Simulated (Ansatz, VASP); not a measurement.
Ti: VASP beside Ansatz

INCAR

```
SYSTEM = Ti
ALGO = Normal
EDIFF = 1E-6
ENCUT = 520
GGA = PS
ISIF = 2
ISMEAR = -1
LASPH = .True.
LCHARG = .False.
LREAL = .False.
LWAVE = .False.
NBANDS = 12
NELM = 60
PREC = Accurate
SIGMA = 0.1
```

KPOINTS

```
k-points
0
Gamma
  15 15 15
  0 0 0
```

Contents of POSCAR:

```
Ti
1.0
   -1.6281653945      1.6281653945      1.6281653945
    1.6281653945     -1.6281653945      1.6281653945
    1.6281653945      1.6281653945     -1.6281653945
Ti
1
Direct
    0.0000000000      0.0000000000      0.0000000000
```

Input for Ansatz:

```yaml
crystal:
  lattice:
    - [-1.6281653945, 1.6281653945, 1.6281653945]
    - [1.6281653945, -1.6281653945, 1.6281653945]
    - [1.6281653945, 1.6281653945, -1.6281653945]
  atoms:
    - { symbol: Ti, position: [0.0, 0.0, 0.0] }
hamiltonian:
  xc: pbesol
  pseudopotentials:
    kind: paw
    azcp:
      Ti: "pseudopotentials/Ti.paw.azcp"
basis:
  ecutwfc: 420
  fft_grid_basis: typed
kpoints:
  mp_grid: { grid: [15, 15, 15], shift: [0, 0, 0] }
magnetization:
  spin_polarized: false
scf:
  occupations: { method: fermi_dirac, width: 0.1 }
  lower_state_search: "off"
output:
  stress: true
```

Alike in both runs: task single point; functional PBEsol; k mesh 15 × 15 × 15; occupations fermi-dirac, width 0.1 eV; no spin polarisation.

|  | VASP | Ansatz |
| --- | --- | --- |
| version | VASP 6.6.1 | Ansatz 0.2.0 |
| potentials or method | VASP PAW PBE potentials, release 64 (Ti_sv), cutoff 520 eV | plane waves (420 eV) with PAW, scalar-relativistic |
| valence electrons in the cell | 12 | 12 |

VASP gave:

```
pressure (GPa) : -4.3
```

**Question.** Estimate Ansatz's values.

**Answer.** Pressure (GPa): -4.1.

VASP's potentials were made for PBE, not for PBEsol, and Ansatz warns of the same on its side. With one functional, cell and mesh, what is left measures potentials, basis and numerics.
